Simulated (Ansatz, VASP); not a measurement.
## Te2Mo: VASP beside Ansatz

INCAR

```
SYSTEM = Te2Mo
PREC = Accurate ; ENCUT = 520
EDIFF = 1E-6 ; ISMEAR = 0
SIGMA = 0.02 ; LREAL = .False.
LASPH = .True. ; NELM = 60
ALGO = Normal ; ISIF = 2
LWAVE = .False. ; LCHARG = .True.
LELF = .True. ; LVHAR = .True.
NBANDS = 20
```

KPOINTS

```
Automatic mesh
0
Gamma
  12 12 2
  0 0 0
```

POSCAR

```
Te2Mo
1.0
    3.5705444622      0.0000000000      0.0000000000
   -1.7852722311      3.0921822096      0.0000000000
    0.0000000000      0.0000000000     18.0454056682
Te Mo
2 1
Direct
    0.3333333333      0.6666666667      0.9027158344
    0.3333333333      0.6666666667      0.0972841656
    0.0000000000      0.0000000000      0.0000000000
```

Input for Ansatz:

```yaml
crystal:
  lattice:
    - [3.5705444622, 0.0, 0.0]
    - [-1.7852722311, 3.0921822096, 0.0]
    - [0.0, 0.0, 18.0454056682]
  atoms:
    - { symbol: Te, position: [0.3333333333, 0.6666666667, 0.9027158344] }
    - { symbol: Te, position: [0.3333333333, 0.6666666667, 0.0972841656] }
    - { symbol: Mo, position: [0.0, 0.0, 0.0] }
basis:
  ecutwfc: 420
kpoints:
  mp_grid: { grid: [12, 12, 2] }
  band_path: { path: [VBM, CBM], npoints: 2 }
hamiltonian:
  xc: lda
scf:
  occupations: { method: gaussian, width: 0.02 }
output:
  forces: true
  stress: true
  eigenvalues: true
checkpoint:
  read: start.run
  write: ck
  compress: false
  write_wavefunctions: false
  write_every: 100000
```

Alike in both runs: task single point; functional LDA; k mesh 12 × 12 × 2; occupations gaussian, width 0.02 eV; no spin polarisation.

|  | VASP | Ansatz |
| --- | --- | --- |
| version | VASP 6.6.1 | Ansatz 0.2.0 |
| potentials or method | VASP PAW LDA potentials, release 64 (Te, Mo_sv), cutoff 520 eV | scalar-relativistic, plane waves, PAW |
| valence electrons in the cell | 26 | 46 |

```tsv
	VASP	Ansatz	Ansatz less VASP
gap on the k mesh at the Fermi level (eV)	0.99	0.99	0.000
least direct gap on the mesh (eV)	0.99	0.99	0.000
rms of the force components (eV/Å)	0.029	0.002	-0.0269
```

LDA's correlation is that of Perdew and Zunger in VASP and of Perdew and Wang (1992) in Ansatz. Atom by atom the forces differ by 0.027 eV/Å (rms over components). VASP's potentials hold 26 valence electrons a cell and Ansatz's 46, so a difference there can come from the potentials and not from the codes.

Neither program's run includes spin-orbit coupling.
